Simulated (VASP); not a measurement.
# GaAs (F-43m) in VASP: G0W0 quasiparticle levels with PBE

Aim: the G0W0 quasiparticle levels of GaAs with PBE.

All numbers are computed with VASP 6.6.1; they aren't measurements. Logs are shortened: lines on timing, memory, paths and dates and some standing lists are left out, and cuts for length are marked.

### Step 1. The cell of the first run

Symmetry: F-43m, No. 216, cubic system. The conventional cell has a = 5.666 Å, b = 5.666 Å, c = 5.666 Å, α = 90.00°, β = 90.00°, γ = 90.00°. Within 3.2 Å of Ga (site symmetry -43m) lie 4 As at 2.45 Å. As (site symmetry -43m) has 4 Ga at 2.45 Å within 3.2 Å.

### Step 2. G0W0 quasiparticle levels, PBE

Input file POSCAR:

```
GaAs
1.0
    0.0000000000      2.8330831910      2.8330831910
    2.8330831910      0.0000000000      2.8330831910
    2.8330831910      2.8330831910      0.0000000000
Ga As
1 1
Direct
    0.0000000000      0.0000000000      0.0000000000
    0.2500000000      0.2500000000      0.2500000000
```

Input file INCAR.step1:

```
SYSTEM = GaAs
  PREC = Accurate
  ENCUT = 500
  EDIFF = 1E-8
  ISMEAR = 0
  SIGMA = 0.01
  LREAL = .False.
  LASPH = .True.
  NELM = 100
  ALGO = Normal
  LWAVE = .True.
  LCHARG = .False.
  GGA = PE
```

Input file INCAR.step2:

```
SYSTEM = GaAs
  PREC = Accurate
  ENCUT = 500
  EDIFF = 1E-8
  ISMEAR = 0
  SIGMA = 0.01
  LREAL = .False.
  LASPH = .True.
  NELM = 1
  ALGO = Exact
  LWAVE = .True.
  LCHARG = .False.
  GGA = PE
  NBANDS = 69
  LOPTICS = .True.
  ISTART = 1
```

Input file INCAR.step3:

```
SYSTEM = GaAs
  PREC = Accurate
  ENCUT = 500
  EDIFF = 1E-8
  ISMEAR = 0
  SIGMA = 0.01
  LREAL = .False.
  LASPH = .True.
  ALGO = EVGW0
  LWAVE = .False.
  LCHARG = .False.
  GGA = PE
  NELMGW = 1
  NBANDS = 69
  ENCUTGW = 80.0
  NOMEGA = 48
  PRECFOCK = Fast
  ISTART = 1
  NBANDSGW = 17
```

Input file KPOINTS:

```
Automatic mesh
0
Gamma
  4 4 4
  0 0 0
```

Potentials or basis: VASP PAW PBE potentials, release 64 (Ga_d_GW, As_GW).

Command:

```
$ cat potpaw_PBE.64/Ga_d_GW/POTCAR potpaw_PBE.64/As_GW/POTCAR > POTCAR
$ cp INCAR.step1 INCAR
$ mpirun -np 1 vasp_std > vasp.out
$ cp INCAR.step2 INCAR
$ mpirun -np 1 vasp_std > vasp.out
$ cp INCAR.step3 INCAR
$ mpirun -np 1 vasp_std > vasp.out
```

OUTCAR:

```text
SYSTEM = GaAs
   PREC = Accurate
   ENCUT = 500
   EDIFF = 1E-8
   ISMEAR = 0
   LREAL = .False.
   LASPH = .True.
   GGA = PE
   NELMGW = 1
   ENCUTGW = 80.0
   PRECFOCK = Fast
   ISTART = 1

 ion  position               nearest neighbor table
   1  0.000  0.000  0.000-   2 2.45   2 2.45   2 2.45   2 2.45
   2  0.250  0.250  0.250-   1 2.45   1 2.45   1 2.45   1 2.45

  LATTYP: Found a face centered cubic cell.
 ALAT       =     5.6661663820

  Lattice vectors:

 A1 = (   0.0000000000,   2.8330831910,   2.8330831910)
 A2 = (   2.8330831910,   0.0000000000,   2.8330831910)
 A3 = (   2.8330831910,   2.8330831910,   0.0000000000)

Analysis of symmetry for initial positions (statically):
=====================================================================
 Subroutine PRICEL returns:
 Original cell was already a primitive cell.

 Routine SETGRP: Setting up the symmetry group for a
 face centered cubic supercell.

 Subroutine GETGRP returns: Found 24 space group operations
 (whereof 24 operations were pure point group operations)
 out of a pool of 48 trial point group operations.

The static configuration has the point symmetry T_d .

Analysis of symmetry for dynamics (positions and initial velocities):
=====================================================================
 Subroutine PRICEL returns:
 Original cell was already a primitive cell.

 Routine SETGRP: Setting up the symmetry group for a
 face centered cubic supercell.

 Subroutine GETGRP returns: Found 24 space group operations
 (whereof 24 operations were pure point group operations)
 out of a pool of 48 trial point group operations.

The dynamic configuration has the point symmetry T_d .

 Subroutine INISYM returns: Found 24 space group operations
 (whereof 24 operations are pure point group operations),
 and found     1 'primitive' translations

----------------------------------------------------------------------------------------

                                     Primitive cell

  volume of cell :      45.4787

  direct lattice vectors                    reciprocal lattice vectors
     0.000000000  2.833083191  2.833083191    -0.176486169  0.176486169  0.176486169
     2.833083191  0.000000000  2.833083191     0.176486169 -0.176486169  0.176486169
     2.833083191  2.833083191  0.000000000     0.176486169  0.176486169 -0.176486169

  length of vectors
     4.006584672  4.006584672  4.006584672     0.305683012  0.305683012  0.305683012

  position of ions in fractional coordinates (direct lattice)
     0.000000000  0.000000000  0.000000000
     0.250000000  0.250000000  0.250000000

  ion indices of the primitive-cell ions
   primitive index   ion index
                 1           1
                 2           2

----------------------------------------------------------------------------------------

 KPOINTS: Automatic mesh

Automatic generation of k-mesh.
 Grid dimensions read from file:
 generate k-points for:    4    4    4

 Generating k-lattice:

  Cartesian coordinates                     Fractional coordinates (reciprocal lattice)
    -0.044121542  0.044121542  0.044121542     0.250000000  0.000000000  0.000000000
     0.044121542 -0.044121542  0.044121542     0.000000000  0.250000000  0.000000000
     0.044121542  0.044121542 -0.044121542     0.000000000  0.000000000  0.250000000

  Length of vectors
     0.076420753  0.076420753  0.076420753

  Shift w.r.t. Gamma in fractional coordinates (k-lattice)
     0.000000000  0.000000000  0.000000000

 Subroutine IBZKPT returns following result:
 ===========================================

 Found      8 irreducible k-points:

 Following reciprocal coordinates:
            Coordinates               Weight
  0.000000  0.000000  0.000000      1.000000
  0.250000  0.000000  0.000000      8.000000
  0.500000  0.000000  0.000000      4.000000
  0.250000  0.250000  0.000000      6.000000
  0.500000  0.250000  0.000000     24.000000
 -0.250000  0.250000  0.000000     12.000000
  0.500000  0.500000  0.000000      3.000000
 -0.250000  0.500000  0.250000      6.000000
   k-points           NKPTS =      8   k-points in BZ     NKDIM =     64   number of bands    NBANDS=     69
   number of dos      NEDOS =    301   number of ions     NIONS =      2
   total plane-waves  NPLWV =  27000
   dimension x,y,z NGX =    30 NGY =   30 NGZ =   30
   dimension x,y,z NGXF=    60 NGYF=   60 NGZF=   60
   ions per type =               1   1
   NGX,Y,Z   is equivalent  to a cutoff of  12.45, 12.45, 12.45 a.u.
   NGXF,Y,Z  is equivalent  to a cutoff of  24.90, 24.90, 24.90 a.u.
 SYSTEM =  GaAs
   PREC   = accura    normal or accurate (medium, high low for compatibility)
   ISTART =      1    job   : 0-new  1-cont  2-samecut
   ICHARG =      0    charge: 1-file 2-atom 10-const
   ISPIN  =      1    spin polarized calculation?
   LNONCOLLINEAR =      F non collinear calculations
   LSORBIT =      F    spin-orbit coupling
   LASPH  =      T    aspherical Exc in radial PAW
   ENCUT  =  500.0 eV  36.75 Ry    6.06 a.u.   7.30  7.30  7.30*2*pi/ulx,y,z
   NELM   =     60;   NELMIN=  2; NELMDL=  0     # of ELM steps
   EDIFF  = 0.1E-07   stopping-criterion for ELM
   LREAL  =      F    real-space projection
   EDIFFG = 0.1E-06   stopping-criterion for IOM
   NSW    =      0    number of steps for IOM
   IBRION =     -1    ionic relax: 0-MD 1-quasi-New 2-CG
   NFREE  =      0    steps in history (QN), initial steepest desc. (CG)
   ISIF   =      0    stress and relaxation
   ISYM   =      3    0-nonsym 1-usesym 2-fastsym
   POTIM  = 0.5000    time-step for ionic-motion
   TEBEG  =    0.0;   TEEND  =   0.0 temperature during run
   PSTRESS=    0.0 pullay stress
   NELECT =      18.0000    total number of electrons
   NUPDOWN=      -1.0000    fix difference up-down
   EMIN   =  10.00;   EMAX   =-10.00  energy-range for DOS
   EFERMI =   0.00;   METHOD = LEGACY
   ISMEAR =     0;   SIGMA  =   0.01  broadening in eV -4-tet -1-fermi 0-gaus
   EFERMI_NEDOS =   21; number of points for ismear=-14 and -15
   IALGO  =     38    algorithm
   IMIX   =      4    mixing-type and parameters
     AMIX     =   0.40;   BMIX     =  1.00
     AMIX_MAG =   1.60;   BMIX_MAG =  1.00
  volume/ion in A,a.u.               =      22.74       153.45
  Fermi-wavevector in a.u.,A,eV,Ry     =   1.201978  2.271408 19.657016  1.444750
  Thomas-Fermi vector in A             =   2.337772
   LORBIT       =      0    0 simple, 1 ext, 2 COOP (PROOUT), +10 PAW based schemes
   GGA     = PE    functional components
   LHFCALC =     T    Hartree Fock is set to
   PRECFOCK=fast      Normal, Fast or Accurate (Low or Medium for compatibility)
   ENCUT4O =  -1.0   cutoff for four orbital integrals eV
   NKREDX  =     1    reduce k-point grid by
   NKREDY  =     1    reduce k-point grid by
   NKREDZ  =     1    reduce k-point grid by
   AEXX    =    1.0000 exact exchange contribution
   HFSCREEN=    0.0000 screening length (either q_TF or 0.3 A-1)
   HFSCREENC=   0.0000 screening length for correlation (either q_TF or 0.3 A-1)
   ENCUTFOCK=  -1.0 apply spherical cutoff to Coloumb kernel
   IVDW    =     0    specifies the selected vdW correction
   LEPSILON=     F    determine dielectric tensor
   LRPA    =     F    only Hartree local field effects (RPA)
   LRPAFORCE           =     F    calculate RPA forces
   ENCUTGW             =  80.0    cutoff for response function in eV
   ENCUTGWSOFT         =  64.0    soft cutoff for Coulomb kernel in GW response function in eV
   ENCUTLF             =  -1.0    cutoff for local field effects
   NELMGW              =     1    number of iterations in solving QP/BSE equation
   NELMHF              =     1    number of iterations in the inner HF iteration
   NKREDLFX            =     1    NKREDLFY  =   1   NKREDLFZ  =   1
 non-spin polarized calculation
 Gauss-broadening in eV      SIGMA  =   0.01
  energy-cutoff  :      500.00
  volume of cell :       45.48
 maximum number of plane-waves:      1174
 NGX is ok and might be reduce to    30
  NGX = 18; NGY = 18; NGZ = 18
   NGX = 15   NGY = 15   NGZ = 15
 maximum number of plane-waves:        80
 NGX is ok and might be reduce to    14

 QP shifts <psi_nk| G(iteration)W_0 |psi_nk>: iteration 1
 for sc-GW calculations column KS-energies equals QP-energies in previous step
 and V_xc(KS)=  KS-energies - (<T + V_ion + V_H > + <T+V_H+V_ion>^1  + <V_x>^1)

 k-point   1 :       0.0000    0.0000    0.0000
  band No.  KS-energies  QP-energies   sigma(KS)   V_xc(KS)     V^pw_x(r,r')   Z            occupation Imag(sigma)

      1     -11.0128     -13.9227     -26.0159     -21.7135     -35.0689       0.6763       2.0000       0.2972
      2     -11.0128     -13.9227     -26.0159     -21.7135     -35.0689       0.6763       2.0000       0.2972
      3     -11.0128     -13.9227     -26.0159     -21.7135     -35.0689       0.6763       2.0000       0.2972
      4     -10.9368     -13.8702     -26.1422     -21.8123     -35.1674       0.6774       2.0000       0.2658
      5     -10.9368     -13.8702     -26.1422     -21.8123     -35.1674       0.6774       2.0000       0.2658
      6      -8.8466      -9.0902     -11.5083     -11.1257     -18.0789       0.6367       2.0000       1.0002
[... 9 lines left out ...]
     16      13.8927      13.9655      -9.6924      -9.7894      -4.4837       0.7503       0.0000      -0.3412
     17      15.3359      15.2455      -7.8002      -7.6797      -2.2097       0.7504       0.0000      -0.4494

 k-point   2 :       0.2500    0.0000    0.0000
  band No.  KS-energies  QP-energies   sigma(KS)   V_xc(KS)     V^pw_x(r,r')   Z            occupation Imag(sigma)

      1     -11.0534     -13.8977     -25.7120     -21.4982     -34.7432       0.6750       2.0000       0.3123
      2     -11.0021     -13.9174     -26.0424     -21.7352     -35.0963       0.6768       2.0000       0.2957
      3     -11.0021     -13.9174     -26.0424     -21.7352     -35.0963       0.6768       2.0000       0.2957
      4     -10.9365     -13.8752     -26.1419     -21.8131     -35.1700       0.6789       2.0000       0.2660
      5     -10.9365     -13.8752     -26.1419     -21.8131     -35.1700       0.6789       2.0000       0.2660
      6      -8.1606      -8.4497     -11.9297     -11.4905     -18.2864       0.6582       2.0000       0.9546
[... 9 lines left out ...]
     16      12.8140      12.8030      -9.0548      -9.0403      -3.9638       0.7560       0.0000      -0.3039
     17      15.7054      15.7913      -8.5419      -8.6562      -2.8176       0.7508       0.0000      -0.5310

 k-point   3 :       0.5000    0.0000    0.0000
  band No.  KS-energies  QP-energies   sigma(KS)   V_xc(KS)     V^pw_x(r,r')   Z            occupation Imag(sigma)

      1     -11.0882     -13.8888     -25.5159     -21.3592     -34.5345       0.6738       2.0000       0.3222
      2     -10.9942     -13.9112     -26.0564     -21.7461     -35.1078       0.6768       2.0000       0.2938
      3     -10.9942     -13.9112     -26.0564     -21.7461     -35.1078       0.6768       2.0000       0.2938
      4     -10.9329     -13.8729     -26.1542     -21.8250     -35.1886       0.6791       2.0000       0.2675
      5     -10.9329     -13.8729     -26.1542     -21.8250     -35.1886       0.6791       2.0000       0.2675
      6      -7.0975      -7.3944     -12.5468     -12.1054     -18.5594       0.6729       2.0000       0.8393
[... 9 lines left out ...]
     16      15.6408      15.8136      -9.3422      -9.5743      -3.5353       0.7446       0.0000      -0.5593
     17      16.2375      16.6562      -9.7526     -10.3153      -3.7276       0.7441       0.0000      -0.6680

 k-point   4 :       0.2500    0.2500    0.0000
  band No.  KS-energies  QP-energies   sigma(KS)   V_xc(KS)     V^pw_x(r,r')   Z            occupation Imag(sigma)

      1     -11.0734     -13.9038     -25.6522     -21.4562     -34.6835       0.6745       2.0000       0.3157
      2     -10.9896     -13.9139     -26.0775     -21.7627     -35.1334       0.6777       2.0000       0.2941
      3     -10.9896     -13.9139     -26.0775     -21.7627     -35.1334       0.6777       2.0000       0.2941
      4     -10.9482     -13.8675     -26.0988     -21.7777     -35.1209       0.6756       2.0000       0.2675
      5     -10.9308     -13.8717     -26.1542     -21.8254     -35.1861       0.6794       2.0000       0.2658
      6      -7.9267      -8.2149     -11.9886     -11.5549     -18.2656       0.6643       2.0000       0.9385
[... 37 lines left out ...]
      2     -10.9905     -13.9115     -26.0679     -21.7527     -35.1177       0.6769       2.0000       0.2908
      3     -10.9883     -13.9124     -26.0789     -21.7654     -35.1361       0.6779       2.0000       0.2947
      4     -10.9386     -13.8688     -26.1325     -21.8061     -35.1609       0.6773       2.0000       0.2660
      5     -10.9365     -13.8701     -26.1392     -21.8116     -35.1698       0.6779       2.0000       0.2665
      6      -7.2204      -7.5119     -12.3585     -11.9254     -18.4075       0.6729       2.0000       0.8587
[... 9 lines left out ...]
     16      16.4571      16.6308      -9.0577      -9.2905      -3.1864       0.7463       0.0000      -0.6105
     17      17.0814      17.0973      -8.2546      -8.2758      -2.5699       0.7493       0.0000      -0.5621

 k-point   7 :       0.5000    0.5000    0.0000
  band No.  KS-energies  QP-energies   sigma(KS)   V_xc(KS)     V^pw_x(r,r')   Z            occupation Imag(sigma)

      1     -11.1193     -13.9058     -25.4735     -21.3303     -34.4972       0.6726       2.0000       0.3251
      2     -10.9650     -13.9077     -26.1431     -21.8165     -35.2034       0.6801       2.0000       0.2915
      3     -10.9650     -13.9077     -26.1431     -21.8165     -35.2034       0.6801       2.0000       0.2915
      4     -10.9616     -13.8731     -26.0484     -21.7377     -35.0675       0.6754       2.0000       0.2705
      5     -10.9245     -13.8700     -26.1656     -21.8384     -35.2039       0.6807       2.0000       0.2654
      6      -6.3604      -6.6084     -12.6883     -12.3267     -18.4557       0.6861       2.0000       0.7698
[... 9 lines left out ...]
     16      17.1100      17.1885      -9.7615      -9.8665      -4.0735       0.7476       0.0000      -0.6078
     17      17.1100      17.1885      -9.7615      -9.8665      -4.0735       0.7476       0.0000      -0.6078

 k-point   8 :      -0.2500    0.5000    0.2500
  band No.  KS-energies  QP-energies   sigma(KS)   V_xc(KS)     V^pw_x(r,r')   Z            occupation Imag(sigma)

      1     -11.1063     -13.8898     -25.4811     -21.3421     -34.5087       0.6725       2.0000       0.3266
      2     -10.9828     -13.9170     -26.0984     -21.7766     -35.1519       0.6789       2.0000       0.2897
      3     -10.9696     -13.8988     -26.1058     -21.7885     -35.1609       0.6785       2.0000       0.2900
      4     -10.9472     -13.8792     -26.1191     -21.7933     -35.1477       0.6778       2.0000       0.2683
      5     -10.9327     -13.8679     -26.1416     -21.8166     -35.1745       0.6787       2.0000       0.2657
      6      -6.3037      -6.5551     -12.8068     -12.4411     -18.5787       0.6873       2.0000       0.7579
[... 9 lines left out ...]
     16      17.0679      17.2011      -9.2918      -9.4699      -3.3931       0.7481       0.0000      -0.6690
     17      17.4175      17.6798      -9.6259      -9.9797      -3.5746       0.7413       0.0000      -0.6722
```

Wall time 4 min (1 thread of Intel Xeon 8259CL, shared host); peak memory 0.43 GiB.

Results:

- Band gap on the k mesh, mean-field level: 0.45 eV, direct
- Quasiparticle gap: 1.35 eV
- Least direct quasiparticle gap: 1.35 eV

Caveat: the k points lie up to 0.48 Å⁻¹ apart; bands, screening cutoff and mesh are small and nothing is extrapolated, so the quasiparticle values aren't converged.
